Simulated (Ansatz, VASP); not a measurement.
## PbSe: VASP beside Ansatz

```
CELL_PARAMETERS angstrom
0.00000 3.05155 3.05155
3.05155 0.00000 3.05155
3.05155 3.05155 0.00000
ATOMIC_POSITIONS crystal
Pb 0.00000 0.00000 0.00000
Se 0.50000 0.50000 0.50000
```

Alike in both runs: functional PBEsol; k mesh 10 × 10 × 10; occupations gaussian, width 0.01 eV; no spin polarisation.

Ansatz relaxed the structure, and its values are those at the end. VASP's run is a single point on that final structure, the one shown.

|  | VASP | Ansatz |
| --- | --- | --- |
| version | VASP 6.6.1 | Ansatz 0.2.0 |
| potentials or method | VASP PAW PBE potentials, release 64 (Pb_d, Se), cutoff 520 eV | scalar-relativistic, plane waves, PAW |
| valence electrons in the cell | 20 | 30 |

```csv
,VASP,Ansatz,Ansatz less VASP
gap on the k mesh at the Fermi level (eV),0.17,0.17,-0.003
least direct gap on the mesh (eV),0.17,0.17,-0.003
pressure (GPa),0.0,0.0,+0.01
```

VASP's potentials were made for PBE, not for PBEsol. VASP's potentials hold 20 valence electrons a cell and Ansatz's 30, so a difference there can come from the potentials and not from the codes.

Spin-orbit coupling is off throughout.
